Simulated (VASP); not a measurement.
# Al8N7 (a cell with a defect) in VASP: further runs

Runs on Al8N7 (a cell with a defect). Level: LDA. Tasks: single point.

Everything below comes from runs of VASP 6.6.1. Logs are shortened: lines on timing, memory, paths and dates and some standing lists are left out, and cuts for length are marked.

## 1. The cell of the first run

The cell holds a defect, 15 atoms: a = 5.672 Å, b = 5.672 Å, c = 5.672 Å, α = 60.00°, β = 60.00°, γ = 60.00°.

## 2. Single point, LDA (atom 9 moved 0.500 of the way to it and -0.250 Å across, host rigid)

INCAR reads:

```
SYSTEM = Al8N7
PREC     = Accurate       ! precision mode
ENCUT    = 520            ! plane-wave cutoff, eV
EDIFF    = 1E-6           ! SCF threshold, eV
ISMEAR   = 0              ! smearing method
SIGMA    = 0.05           ! smearing width, eV
LREAL    = Auto         
LASPH    = .TRUE.         ! aspherical terms in the spheres
NELM     = 80             ! most SCF steps
ALGO     = Normal         ! electronic algorithm
ISIF     = 2              ! what is computed and relaxed
LWAVE    = .FALSE.        ! write WAVECAR
LCHARG   = .FALSE.        ! write CHGCAR
NBANDS   = 42             ! bands
NELECT   = 56.0
```

KPOINTS reads:

```
regular mesh
0
G
  4 4 4
  0 0 0
```

POSCAR reads:

```
Al8N7
1.0
   -4.0109247379      4.0109247379      0.0000000000
   -4.0109247379      0.0000000000      4.0109247379
    0.0000000000      4.0109247379      4.0109247379
Al N
8 7
Direct
    0.7500000000      0.7500000000      0.7500000000
    0.2500000000      0.7500000000      0.7500000000
    0.7500000000      0.2500000000      0.7500000000
    0.7500000000      0.7500000000      0.2500000000
    0.2500000000      0.2500000000      0.7500000000
    0.2500000000      0.7500000000      0.2500000000
    0.7500000000      0.2500000000      0.2500000000
    0.2500000000      0.2500000000      0.2500000000
    0.2811648830      0.9688351170      0.4688351170
    1.0000000000      0.5000000000      0.5000000000
    1.0000000000      1.0000000000      0.0000000000
    0.5000000000      0.5000000000      0.5000000000
    0.5000000000      1.0000000000      0.0000000000
    1.0000000000      0.5000000000      0.0000000000
    0.5000000000      0.5000000000      0.0000000000
```

Potentials or basis: VASP PAW LDA potentials, release 64 (Al, N).

Launch:

```bash
cat potpaw_LDA.64/Al/POTCAR potpaw_LDA.64/N/POTCAR > POTCAR
mpirun -np 1 vasp_std > vasp.out
```

OUTCAR:

```text
SYSTEM = Al8N7
   PREC = Accurate
   ENCUT = 520
   EDIFF = 1E-6
   ISMEAR = 0
   LREAL = Auto
   LASPH = .TRUE.
   NELM = 80
   ISIF = 2
   NELECT = 56.0

 ion  position               nearest neighbor table
   1  0.750  0.750  0.750-  10 2.01  13 2.01  14 2.01  15 2.01   3 2.84   4 2.84   2 2.84   4 2.84
                             6 2.84   7 2.84   3 2.84   5 2.84   7 2.84   2 2.84   5 2.84   6 2.84
   2  0.250  0.750  0.750-   9 1.44  11 2.01  12 2.01  14 2.01  15 2.01   6 2.84   1 2.84   5 2.84
                             4 2.84   6 2.84   8 2.84   3 2.84   5 2.84   8 2.84   1 2.84   3 2.84
   3  0.750  0.250  0.750-  10 2.01  11 2.01  12 2.01  13 2.01  15 2.01   7 2.84   1 2.84   5 2.84
                             4 2.84   7 2.84   8 2.84   1 2.84   2 2.84   4 2.84   2 2.84   5 2.84
   4  0.750  0.750  0.250-  10 2.01  11 2.01  12 2.01  13 2.01  14 2.01   9 2.26   1 2.84   6 2.84
                             7 2.84   1 2.84   2 2.84   3 2.84   3 2.84   7 2.84   8 2.84   2 2.84
   5  0.250  0.250  0.750-  10 2.01  11 2.01  12 2.01  13 2.01  14 2.01   8 2.84   2 2.84   3 2.84
                             6 2.84   7 2.84   8 2.84   1 2.84   2 2.84   6 2.84   1 2.84   3 2.84
   6  0.250  0.750  0.250-  10 2.01  11 2.01  12 2.01  13 2.01  15 2.01   9 2.26   2 2.84   4 2.84
                             8 2.84   1 2.84   2 2.84   5 2.84   5 2.84   7 2.84   8 2.84   1 2.84
   7  0.750  0.250  0.250-  11 2.01  12 2.01  14 2.01  15 2.01   4 2.84   8 2.84   3 2.84   1 2.84
                             3 2.84   5 2.84   1 2.84   4 2.84   6 2.84   5 2.84   6 2.84   8 2.84
   8  0.250  0.250  0.250-   9 1.44  10 2.01  13 2.01  14 2.01  15 2.01   7 2.84   5 2.84   6 2.84
                             2 2.84   3 2.84   5 2.84   2 2.84   4 2.84   6 2.84   3 2.84   4 2.84
   9  0.281  0.969  0.469-   2 1.44   8 1.44   6 2.26   4 2.26
  10  0.000  0.500  0.500-   1 2.01   3 2.01   4 2.01   5 2.01   6 2.01   8 2.01
  11  0.000  0.000  0.000-   2 2.01   3 2.01   4 2.01   5 2.01   6 2.01   7 2.01
  12  0.500  0.500  0.500-   2 2.01   3 2.01   4 2.01   5 2.01   6 2.01   7 2.01
  13  0.500  0.000  0.000-   1 2.01   3 2.01   4 2.01   5 2.01   6 2.01   8 2.01
  14  0.000  0.500  0.000-   1 2.01   2 2.01   4 2.01   5 2.01   7 2.01   8 2.01
  15  0.500  0.500  0.000-   1 2.01   2 2.01   3 2.01   6 2.01   7 2.01   8 2.01

  LATTYP: Found a face centered cubic cell.
 ALAT       =     8.0218494758

  Lattice vectors:

 A1 = (  -4.0109247379,   4.0109247379,   0.0000000000)
 A2 = (  -4.0109247379,   0.0000000000,   4.0109247379)
 A3 = (   0.0000000000,   4.0109247379,   4.0109247379)

Analysis of symmetry for initial positions (statically):
=====================================================================
 Subroutine PRICEL returns:
 Original cell was already a primitive cell.

 Routine SETGRP: Setting up the symmetry group for a
 face centered cubic supercell.

 Subroutine GETGRP returns: Found  4 space group operations
 (whereof  2 operations were pure point group operations)
 out of a pool of 48 trial point group operations.

The static configuration has the point symmetry C_1h.
 The point group associated with its full space group is C_2v.

Analysis of symmetry for dynamics (positions and initial velocities):
=====================================================================
 Subroutine PRICEL returns:
 Original cell was already a primitive cell.

 Routine SETGRP: Setting up the symmetry group for a
 face centered cubic supercell.

 Subroutine GETGRP returns: Found  4 space group operations
 (whereof  2 operations were pure point group operations)
 out of a pool of 48 trial point group operations.

The dynamic configuration has the point symmetry C_1h.
 The point group associated with its full space group is C_2v.

 Subroutine INISYM returns: Found  4 space group operations
 (whereof  2 operations are pure point group operations),
 and found     1 'primitive' translations

----------------------------------------------------------------------------------------

                                     Primitive cell

  volume of cell :     129.0516

  direct lattice vectors                    reciprocal lattice vectors
    -4.010924738  4.010924738  0.000000000    -0.124659532  0.124659532 -0.124659532
    -4.010924738  0.000000000  4.010924738    -0.124659532 -0.124659532  0.124659532
     0.000000000  4.010924738  4.010924738     0.124659532  0.124659532  0.124659532

  length of vectors
     5.672304162  5.672304162  5.672304162     0.215916643  0.215916643  0.215916643

  position of ions in fractional coordinates (direct lattice)
[... 54 lines left out ...]

 Subroutine IBZKPT returns following result:
 ===========================================

 Found     18 irreducible k-points:

 Following reciprocal coordinates:
            Coordinates               Weight
  0.000000  0.000000  0.000000      1.000000
  0.250000  0.000000  0.000000      4.000000
  0.000000  0.250000  0.000000      4.000000
  0.500000  0.000000  0.000000      2.000000
  0.000000  0.500000  0.000000      2.000000
  0.250000  0.250000  0.000000      4.000000
[... 10 lines left out ...]
 -0.250000  0.500000  0.250000      4.000000
  0.500000  0.250000 -0.250000      2.000000
   k-points           NKPTS =     18   k-points in BZ     NKDIM =     18   number of bands    NBANDS=     42
   number of dos      NEDOS =    301   number of ions     NIONS =     15
   total plane-waves  NPLWV =  74088
   dimension x,y,z NGX =    42 NGY =   42 NGZ =   42
   dimension x,y,z NGXF=    84 NGYF=   84 NGZF=   84
   ions per type =               8   7
   NGX,Y,Z   is equivalent  to a cutoff of  12.31, 12.31, 12.31 a.u.
   NGXF,Y,Z  is equivalent  to a cutoff of  24.62, 24.62, 24.62 a.u.
 SYSTEM =  Al8N7
   PREC   = accura    normal or accurate (medium, high low for compatibility)
   ISTART =      0    job   : 0-new  1-cont  2-samecut
   ICHARG =      2    charge: 1-file 2-atom 10-const
   ISPIN  =      1    spin polarized calculation?
   LNONCOLLINEAR =      F non collinear calculations
   LSORBIT =      F    spin-orbit coupling
   LASPH  =      T    aspherical Exc in radial PAW
   ENCUT  =  520.0 eV  38.22 Ry    6.18 a.u.  10.55 10.55 10.55*2*pi/ulx,y,z
   NELM   =     80;   NELMIN=  2; NELMDL= -5     # of ELM steps
   EDIFF  = 0.1E-05   stopping-criterion for ELM
   LREAL  =      T    real-space projection
   EDIFFG = 0.1E-04   stopping-criterion for IOM
   NSW    =      0    number of steps for IOM
   IBRION =     -1    ionic relax: 0-MD 1-quasi-New 2-CG
   NFREE  =      0    steps in history (QN), initial steepest desc. (CG)
   ISIF   =      2    stress and relaxation
   ISYM   =      2    0-nonsym 1-usesym 2-fastsym
   POTIM  = 0.5000    time-step for ionic-motion
   TEBEG  =    0.0;   TEEND  =   0.0 temperature during run
   PSTRESS=    0.0 pullay stress
   NELECT =      56.0000    total number of electrons
   NUPDOWN=      -1.0000    fix difference up-down
   EMIN   =  10.00;   EMAX   =-10.00  energy-range for DOS
   EFERMI =   0.00;   METHOD = LEGACY
   ISMEAR =     0;   SIGMA  =   0.05  broadening in eV -4-tet -1-fermi 0-gaus
   EFERMI_NEDOS =   21; number of points for ismear=-14 and -15
   IALGO  =     38    algorithm
   IMIX   =      4    mixing-type and parameters
     AMIX     =   0.40;   BMIX     =  1.00
     AMIX_MAG =   1.60;   BMIX_MAG =  1.00
  volume/ion in A,a.u.               =       8.60        58.06
  Fermi-wavevector in a.u.,A,eV,Ry     =   1.239414  2.342152 20.900543  1.536147
  Thomas-Fermi vector in A             =   2.373898
   LORBIT       =      0    0 simple, 1 ext, 2 COOP (PROOUT), +10 PAW based schemes
   GGA     = CA    functional components
   LHFCALC =     F    Hartree Fock is set to
   AEXX    =    0.0000 exact exchange contribution
   IVDW    =     0    specifies the selected vdW correction
   LEPSILON=     F    determine dielectric tensor
   LRPA    =     F    only Hartree local field effects (RPA)
 non-spin polarized calculation
 Gauss-broadening in eV      SIGMA  =   0.05
  energy-cutoff  :      520.00
  volume of cell :      129.05
 maximum number of plane-waves:      3511
   NGX = 21   NGY = 21   NGZ = 21

 number of electron      55.9999992 magnetization

 Free energy of the ion-electron system (eV)
  ---------------------------------------------------
  ext. energy  EPLUGINS =         0.00000000
  ---------------------------------------------------
  free energy    TOTEN  =      -137.84779999 eV

  energy without entropy =     -137.84542743  energy(sigma->0) =     -137.84661371

 E-fermi :   9.3936     XC(G=0): -12.1136

 val. band max:        9.3663488609   @ k =   0.0000   0.5000   0.5000
 cond. band min:       9.3994893527   @ k =   0.0000   0.5000   0.0000
 fundamental gap:      0.0331404918
 Fermi energy:         9.3936388520

 k-point     1 :       0.0000    0.0000    0.0000
  band No.  band energies     occupation
      1      -7.7305      2.00000
      2      -5.1760      2.00000
      3      -4.6375      2.00000
      4      -4.4813      2.00000
      5      -3.6685      2.00000
      6      -3.6336      2.00000
[... 763 lines left out ...]
     39      18.7207      0.00000
     40      18.7885      0.00000
 [bands above 40 left out]

------------------------ aborting loop because EDIFF is reached ----------------------------------------

  FORCE on cell =-STRESS in cart. coord.  units (eV):
  Direction    XX          YY          ZZ          XY          YZ          ZX
  --------------------------------------------------------------------------------------
  -------------------------------------------------------------------------------------
  Total      -10.4722873    -10.4722873    -26.4683164     25.3556147      0.0000000      0.0000000
  in kB     -130.0135434   -130.0135434   -328.6043929    314.7901919      0.0000000      0.0000000
  external PRESSURE =    -196.2104933 kB  Pullay stress =       0.0000000 kB

 VOLUME and BASIS-vectors are now :
 -----------------------------------------------------------------------------
  energy-cutoff  :      520.00
  volume of cell :      129.05
      direct lattice vectors                 reciprocal lattice vectors
    -4.010924738  4.010924738  0.000000000    -0.124659532  0.124659532 -0.124659532
    -4.010924738  0.000000000  4.010924738    -0.124659532 -0.124659532  0.124659532
     0.000000000  4.010924738  4.010924738     0.124659532  0.124659532  0.124659532

 POSITION                                       TOTAL-FORCE (eV/Angst)
 -----------------------------------------------------------------------------------
     -6.01639      6.01639      6.01639         3.013402      3.013402      0.068533
     -4.01092      4.01092      6.01639        15.071228     15.071228      3.177885
     -4.01092      6.01639      4.01092        -0.069438      0.069438      2.581046
     -6.01639      4.01092      4.01092         0.503940     -0.503940     -2.303405
     -2.00546      4.01092      4.01092         0.069438     -0.069438      2.581046
     -4.01092      2.00546      4.01092        -0.503940      0.503940     -2.303405
     -4.01092      4.01092      2.00546        -3.013402     -3.013402      0.068533
     -2.00546      2.00546      2.00546       -15.071228    -15.071228      3.177885
     -5.01366      3.00819      5.76639         0.000000     -0.000000     -3.595282
     -2.00546      2.00546      4.01092        -0.601417     -0.601417      1.405552
      0.00000      0.00000      0.00000         0.601417      0.601417      1.405552
     -4.01092      4.01092      4.01092         1.312241      1.312241     -3.107997
     -2.00546      2.00546      0.00000        -1.312241     -1.312241     -3.107997
     -2.00546      0.00000      2.00546         0.031123     -0.031123     -0.023971
     -4.01092      2.00546      2.00546        -0.031123      0.031123     -0.023971
 -----------------------------------------------------------------------------------
    total drift:                               -0.000000      0.000000     -0.000520

  FREE ENERGIE OF THE ION-ELECTRON SYSTEM (eV)
  ---------------------------------------------------
  free  energy   TOTEN  =      -137.8477999931 eV

  energy  without entropy=     -137.8454274255  energy(sigma->0) =     -137.84661371
```

Wall time 6 min (1 thread of Intel Xeon Platinum 8488C (Sapphire Rapids), shared host); peak memory 0.23 GiB.

What came out:

* Free energy: -137.8478 eV
* Largest force: 21.550 eV/Å

Forces in eV/Å, atoms in the order of the input:
```
Al    3.013   3.013   0.069
Al   15.071  15.071   3.178
Al   -0.069   0.069   2.581
Al    0.504  -0.504  -2.303
Al    0.069  -0.069   2.581
Al   -0.504   0.504  -2.303
Al   -3.013  -3.013   0.069
Al  -15.071 -15.071   3.178
N     0.000   0.000  -3.595
N    -0.601  -0.601   1.406
N     0.601   0.601   1.406
N     1.312   1.312  -3.108
N    -1.312  -1.312  -3.108
N     0.031  -0.031  -0.024
N    -0.031   0.031  -0.024
```

Levels at points of the mesh, in eV from the Fermi level:
```csv
k point,band 24,band 25,band 26,band 27,band 28,band 29,band 30,band 31,band 32,band 33
"(0.00, 0.00, 0.00)",-1.00,-0.86,-0.51,-0.34,0.08,0.12,2.64,5.28,5.60,5.81
"(0.50, 0.00, 0.00)",-1.45,-1.03,-0.84,-0.75,-0.74,1.06,1.54,4.02,5.40,5.64
"(0.00, 0.50, 0.00)",-1.54,-1.26,-0.53,-0.20,-0.14,0.01,2.25,3.83,4.05,5.64
"(0.50, 0.50, 0.00)",-0.99,-0.98,-0.94,-0.92,-0.13,1.04,2.00,3.39,4.27,5.11
"(0.00, 0.50, 0.50)",-1.50,-1.42,-1.04,-0.73,-0.68,-0.03,1.72,4.19,4.75,5.18
```

Caveat: the cell carries a net charge on a neutralising background, which shifts energy and pressure; the cell differs from its parent crystal (atom 9 moved 0.500 of the way to it and -0.250 Å across, host rigid); the cell is charged against a uniform background, so pressure and absolute levels hang on convention.

[end of part 1 of 3]
